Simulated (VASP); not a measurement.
Te2As3:

```xyz
5
Lattice="4.9845 0.0000 0.0000 -2.4922 4.3167 0.0000 0.0000 0.0000 6.3565" Properties=species:S:1:pos:R:3 pbc="T T T"
Te    0.0000    2.8778    1.2656
Te    2.4922    1.4389    5.0908
As    0.0000    2.8778    4.2820
As    2.4922    1.4389    2.0745
As    0.0000    0.0000    0.0000
```

The cell was generated, and may not be a known phase.

| Item | Value |
| --- | --- |
| Program | VASP 6.6.1 |
| Task | relaxation of cell and atoms |
| Functional | PBE |
| Potentials or basis | VASP PAW PBE potentials, release 64 (Te, As) |
| Cutoff | 600 eV |
| k mesh | 6 × 6 × 4 |
| Occupations | gaussian, width 0.1 eV |
| Spin | no spin polarisation |

At the start: pressure -2.3 GPa; volume 27.35 Å³/atom.

Q: How do energy, volume and symmetry change on relaxing?

A: Over 27 steps the energy falls by 139.5 meV/atom and the volume is 27.11 Å³/atom (-0.9 %); space group P-3m1 (No. 164, to 0.1 Å) before and after.

The path:
| step | energy change (eV) | largest force (eV/Å) | pressure (GPa) | volume (Å³) |
| --- | --- | --- | --- | --- |
| 1 | 0.0000 | 0.6170 | -2.33 | 136.77 |
| 2 | -0.0895 | 0.5216 | 0.74 | 129.04 |
| 3 | -0.0898 | 0.5125 | 0.95 | 128.61 |
| 4 | -0.1426 | 0.3585 | 0.97 | 128.83 |
| 5 | -0.2103 | 0.7495 | 1.52 | 129.31 |
| 6 | -0.2485 | 0.7579 | 0.50 | 131.68 |
| 7 | -0.2761 | 0.7326 | -1.20 | 136.19 |
| 8 | -0.3429 | 0.6289 | -1.30 | 136.05 |
| 9 | -0.4996 | 0.5260 | -1.40 | 135.61 |
| 10 | -0.5941 | 0.1738 | -0.83 | 134.69 |
| 11 | -0.6305 | 0.2463 | 0.63 | 131.75 |
| 12 | -0.6368 | 0.1624 | 0.22 | 132.49 |
| 13 | -0.6508 | 0.1842 | -0.31 | 133.53 |
| 14 | -0.6547 | 0.2013 | -0.72 | 134.42 |
| 15 | -0.6645 | 0.1569 | -0.15 | 133.12 |
| 16 | -0.6660 | 0.1219 | 0.18 | 132.41 |
| 17 | -0.6753 | 0.1245 | 0.43 | 131.99 |
| 18 | -0.6766 | 0.1268 | 0.58 | 131.77 |
| 19 | -0.6836 | 0.1610 | -0.06 | 133.51 |
| 20 | -0.6844 | 0.1780 | -0.36 | 134.39 |
| 21 | -0.6908 | 0.1293 | -0.30 | 134.76 |
| 22 | -0.6934 | 0.1009 | -0.26 | 135.13 |
| 23 | -0.6952 | 0.0631 | 0.20 | 134.27 |
| 24 | -0.6952 | 0.0673 | 0.17 | 134.35 |
| 25 | -0.6961 | 0.0614 | 0.10 | 134.67 |
| 26 | -0.6969 | 0.0475 | -0.05 | 135.40 |
| 27 | -0.6975 | 0.0213 | -0.05 | 135.53 |

Final structure:
```
Te As
1.0
     5.13698    0.00000    0.00000
    -2.56849    4.44875    0.00000
     0.00000    0.00000    5.93029
Te As
2 3
Direct
  0.33333 0.66667 0.23510
  0.66667 0.33333 0.76490
  0.33333 0.66667 0.77174
  0.66667 0.33333 0.22826
  0.00000 0.00000 0.00000
```

Caveat: the highest band is partly filled, so the run has too few bands.
